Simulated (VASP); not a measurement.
Here is a VASP 6.6.1 calculation.

The input INCAR:

```
ALGO     = Fast           # electronic algorithm
EDIFF    = 1E-6           # SCF threshold, eV
EDIFFG   = -0.005         # ionic threshold
ENCUT    = 600            # plane-wave cutoff, eV
IBRION   = 2              # ionic algorithm
ISIF     = 3              # what is computed and relaxed
ISMEAR   = 0              # smearing method
LASPH    = True           # aspherical terms in the spheres
LCHARG   = False          # write CHGCAR
LREAL    = False          # projectors in reciprocal space
LWAVE    = False          # write WAVECAR
NELM     = 80             # most SCF steps
NSW      = 100            # ionic steps
PREC     = Accurate       # precision mode
SIGMA    = 0.1            # smearing width, eV
```

File KPOINTS:

```
k-points
0
Gamma
  18 18 8
```

Contents of POSCAR:

```
Hf
1.0
    3.1923846300      0.0000000000      0.0000000000
   -1.5961923200      2.7646861900      0.0000000000
    0.0000000000      0.0000000000      5.0450416400
Hf
2
Direct
    0.3333333300      0.6666666700      0.2500000000
    0.6666666700      0.3333333300      0.7500000000
```

Potentials or basis: VASP PAW LDA potentials, release 64 (Hf_pv).

Command:

```sh
$ cat potpaw_LDA.64/Hf_pv/POTCAR > POTCAR
$ mpirun -np 1 vasp_std > vasp.out
```

Estimate the relaxed cell.

a = 3.120 Å, b = 3.120 Å, c = 4.941 Å, α = 90.00°, β = 90.00°, γ = 120.00°.

What does it give for the band gap on the k mesh?

Zero (band 10 reaches 6.43 eV, above the bottom of band 11 at 4.97 eV).

Estimate the space group after relaxing (to 0.05 Å).

P6_3/mmc (No. 194).

Step by step:
| step | energy change (eV) | largest force (eV/Å) | pressure (GPa) | volume (Å³) |
| --- | --- | --- | --- | --- |
| 1 | 0.0000 | 0.0000 | -7.10 | 44.53 |
| 2 | 0.0395 | 0.0000 | 11.20 | 38.46 |
| 3 | -0.0667 | 0.0000 | -0.16 | 41.73 |
| 4 | -0.0667 | 0.0000 | -0.02 | 41.68 |
| 5 | -0.0667 | 0.0000 | 0.15 | 41.62 |
| 6 | -0.0667 | 0.0000 | -0.14 | 41.73 |
| 7 | -0.0667 | 0.0000 | -0.07 | 41.70 |
| 8 | -0.0667 | 0.0000 | -0.05 | 41.69 |
| 9 | -0.0667 | 0.0000 | 0.00 | 41.67 |
| 10 | -0.0667 | 0.0000 | 0.03 | 41.67 |

Caveat: spin-orbit coupling is left out, which moves the levels of the heavy elements.
